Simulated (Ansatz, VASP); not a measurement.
# Au: VASP beside Ansatz

```
CELL_PARAMETERS angstrom
2.74578 0.00000 0.00000
-1.37289 2.37791 0.00000
0.00000 0.00000 4.98633
ATOMIC_POSITIONS crystal
Au 0.33333 0.66667 0.75000
Au 0.66667 0.33333 0.25000
```

Change from the starting cell: strain -0.050 along x and y, +0.025 along z, atoms carried along.

Alike in both runs: task single point; functional r2SCAN; k mesh 24 × 24 × 12; occupations gaussian, width 0.15 eV; no spin polarisation.

```csv
,VASP,Ansatz
version,VASP 6.6.1,Ansatz 0.2.0
potentials or method,"VASP PAW PBE potentials, release 64 (Au), cutoff 520 eV","scalar-relativistic, plane waves, PAW"
valence electrons in the cell,22,38
```

```tsv
	VASP	Ansatz	Ansatz less VASP
gap on the k mesh at the Fermi level (eV)	none	none	-
pressure (GPa)	17.4	16.9	-0.51
traceless stress, the component that is largest in VASP (GPa)	-8.22	-8.03	+0.191
```

VASP's potentials were made for PBE, not for r2SCAN. A gap of «none» marks a metal or a gap that the smearing closes. With one functional, cell and mesh, what is left measures potentials, basis and numerics. VASP's potentials hold 22 valence electrons a cell and Ansatz's 38, so a difference there can come from the potentials and not from the codes.

Neither program's run includes spin-orbit coupling.
